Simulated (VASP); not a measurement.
# BaTiO3 (P4mm) in VASP: further runs, part 2 of 2

VASP 6.6.1. The steps go on from the part before.

### 3 Single point, PBE (strain +0.015 along x and y, +0.015 along z)

INCAR reads:

```
PREC = Accurate
ENCUT = 520
EDIFF = 1E-6
ISMEAR = 0
SIGMA = 0.05
LREAL = False
LASPH = True
NELM = 100
ALGO = Normal
ISIF = 2
LWAVE = False
LCHARG = False
GGA = PE
NBANDS = 28
```

KPOINTS reads:

```
regular mesh
0
Gamma
  8 8 6
```

POSCAR reads:

```
BaTiO3
1.0
    4.0451339662      0.0000000000      0.0000000000
    0.0000000000      4.0451339662      0.0000000000
    0.0000000000      0.0000000000      4.2648343547
Ba Ti O
1 1 3
Direct
    0.0000000000      0.0000000000      0.9863187693
    0.5000000000      0.5000000000      0.4690806688
    0.5000000000      0.5000000000      0.0378497747
    0.5000000000      0.0000000000      0.5173753936
    0.0000000000      0.5000000000      0.5173753936
```

Potentials or basis: VASP PAW PBE potentials, release 64 (Ba_sv, Ti_sv, O).

Command:

```sh
$ cat potpaw_PBE.64/Ba_sv/POTCAR potpaw_PBE.64/Ti_sv/POTCAR potpaw_PBE.64/O/POTCAR > POTCAR
$ mpirun -np 1 vasp_std > vasp.out
```

OUTCAR:

```text
PREC = Accurate
   ENCUT = 520
   EDIFF = 1E-6
   ISMEAR = 0
   LREAL = False
   LASPH = True
   NELM = 100
   ISIF = 2
   GGA = PE

 ion  position               nearest neighbor table
   1  0.000  0.000  0.986-   4 2.84   5 2.84   5 2.84   4 2.84   3 2.87   3 2.87   3 2.87   3 2.87
                             4 3.04   5 3.04   5 3.04   4 3.04   2 3.52   2 3.52   2 3.52   2 3.52
   2  0.500  0.500  0.469-   3 1.84   4 2.03   5 2.03   4 2.03   5 2.03   3 2.43   1 3.52   1 3.52
                             1 3.52   1 3.52   1 3.61   1 3.61   1 3.61   1 3.61
   3  0.500  0.500  0.038-   2 1.84   2 2.43   1 2.87   1 2.87   1 2.87   1 2.87
   4  0.500  0.000  0.517-   2 2.03   2 2.03   1 2.84   1 2.84   1 3.04   1 3.04
   5  0.000  0.500  0.517-   2 2.03   2 2.03   1 2.84   1 2.84   1 3.04   1 3.04

  LATTYP: Found a simple tetragonal cell.
 ALAT       =     4.0451339662
 C/A-ratio  =     1.0543122651

  Lattice vectors:

 A1 = (   4.0451339662,   0.0000000000,   0.0000000000)
 A2 = (   0.0000000000,   4.0451339662,   0.0000000000)
 A3 = (   0.0000000000,   0.0000000000,   4.2648343547)

Analysis of symmetry for initial positions (statically):
=====================================================================
 Subroutine PRICEL returns:
[... 182 lines left out ...]
 Fermi energy:         3.6938887654

 k-point     1 :       0.0000    0.0000    0.0000
  band No.  band energies     occupation
      1     -53.4143      2.00000
      2     -29.7140      2.00000
      3     -29.5920      2.00000
      4     -29.5920      2.00000
      5     -21.8903      2.00000
      6     -13.4912      2.00000
[... 733 lines left out ...]
     27      10.8363      0.00000
     28      11.4065      0.00000

 [... further k-points ...]

------------------------ aborting loop because EDIFF is reached ----------------------------------------

  FORCE on cell =-STRESS in cart. coord.  units (eV):
  Direction    XX          YY          ZZ          XY          YZ          ZX
  --------------------------------------------------------------------------------------
  -------------------------------------------------------------------------------------
  Total       -2.1771106     -2.1771106     -2.0748828      0.0000000      0.0000000      0.0000000
  in kB      -49.9830881    -49.9830881    -47.6360975      0.0000000      0.0000000      0.0000000
  external PRESSURE =     -49.2007579 kB  Pullay stress =       0.0000000 kB

 VOLUME and BASIS-vectors are now :
 -----------------------------------------------------------------------------
  energy-cutoff  :      520.00
  volume of cell :       69.79
      direct lattice vectors                 reciprocal lattice vectors
     4.045133966  0.000000000  0.000000000     0.247210601  0.000000000  0.000000000
     0.000000000  4.045133966  0.000000000     0.000000000  0.247210601  0.000000000
     0.000000000  0.000000000  4.264834355     0.000000000  0.000000000  0.234475695

 POSITION                                       TOTAL-FORCE (eV/Angst)
 -----------------------------------------------------------------------------------
      0.00000      0.00000      4.20649         0.000000      0.000000     -0.012134
      2.02257      2.02257      2.00055         0.000000     -0.000000     -0.356120
      2.02257      2.02257      0.16142         0.000000      0.000000      0.474442
      2.02257      0.00000      2.20652         0.000000      0.000000     -0.053094
      0.00000      2.02257      2.20652         0.000000      0.000000     -0.053094
 -----------------------------------------------------------------------------------
    total drift:                                0.000000      0.000000      0.000154

  FREE ENERGIE OF THE ION-ELECTRON SYSTEM (eV)
  ---------------------------------------------------
  free  energy   TOTEN  =       -40.0091403768 eV

  energy  without entropy=      -40.0091403768  energy(sigma->0) =      -40.00914038
```

OSZICAR:

```text
N       E                     dE             d eps       ncg     rms          rms(c)
DAV:   1     0.433687456550E+03    0.43369E+03   -0.20662E+04  3360   0.153E+03
DAV:   2    -0.340355537326E+01   -0.43709E+03   -0.41612E+03  3844   0.421E+02
DAV:   3    -0.485897918692E+02   -0.45186E+02   -0.44780E+02  4704   0.134E+02
DAV:   4    -0.508212657722E+02   -0.22315E+01   -0.22260E+01  5144   0.254E+01
DAV:   5    -0.508984553688E+02   -0.77190E-01   -0.77178E-01  4548   0.348E+00    0.224E+01
DAV:   6    -0.404325200625E+02    0.10466E+02   -0.58760E+01  5004   0.655E+01    0.106E+01
DAV:   7    -0.402807913670E+02    0.15173E+00   -0.13421E+01  4616   0.269E+01    0.680E+00
DAV:   8    -0.400509252987E+02    0.22987E+00   -0.60676E-01  4128   0.665E+00    0.400E+00
DAV:   9    -0.400613429481E+02   -0.10418E-01   -0.68936E-01  4972   0.755E+00    0.216E+00
DAV:  10    -0.400164607639E+02    0.44882E-01   -0.18221E-01  4440   0.377E+00    0.723E-01
DAV:  11    -0.400105165284E+02    0.59442E-02   -0.24947E-02  4452   0.157E+00    0.360E-01
DAV:  12    -0.400091165391E+02    0.14000E-02   -0.67011E-03  3852   0.478E-01    0.656E-02
DAV:  13    -0.400092283291E+02   -0.11179E-03   -0.30955E-04  4200   0.138E-01    0.768E-02
DAV:  14    -0.400091356334E+02    0.92696E-04   -0.31971E-04  4388   0.172E-01    0.618E-03
DAV:  15    -0.400091398604E+02   -0.42270E-05   -0.16460E-05  4104   0.276E-02    0.476E-03
DAV:  16    -0.400091403768E+02   -0.51640E-06   -0.41733E-06  3720   0.199E-02
   1 F= -.40009140E+02 E0= -.40009140E+02  d E =-.295098E-17
```

stdout:

```text
POSCAR found type information on POSCAR BaTiO
 POSCAR found :  3 types and       5 ions
 scaLAPACK will be used
 LDA part: xc-table for (Slater+PW92), standard interpolation
 POSCAR, INCAR and KPOINTS ok, starting setup
 FFT: planning ... GRIDC
 FFT: planning ... GRID_SOFT
 FFT: planning ... GRID
 WAVECAR not read
 entering main loop
```

Wall time 1.9 min (1 thread of Intel Xeon Platinum 8259CL at 2.50GHz (Skylake/Cascade Lake), shared host); peak memory 0.26 GiB.

What came out:

```yaml
Free_energy: -40.0091 eV
Pressure: -4.9 GPa
Largest_force: 0.474 eV/Å
Band_gap_on_the_k_mesh: 1.69 eV, indirect (least direct gap 2.26 eV)
```

Forces on the atoms (eV/Å):
```
Ba   0.000  0.000 -0.012
Ti   0.000  0.000 -0.356
O    0.000  0.000  0.474
O    0.000  0.000 -0.053
O    0.000  0.000 -0.053
```

Stress tensor (GPa, compression positive):
```
-5.00  0.00  0.00
 0.00 -5.00  0.00
 0.00  0.00 -4.76
```

Caveat: the cell differs from its parent crystal (strain +0.015 along x and y, +0.015 along z); spin-orbit coupling is left out, which moves the levels of the heavy elements. A k mesh can miss the band edges.
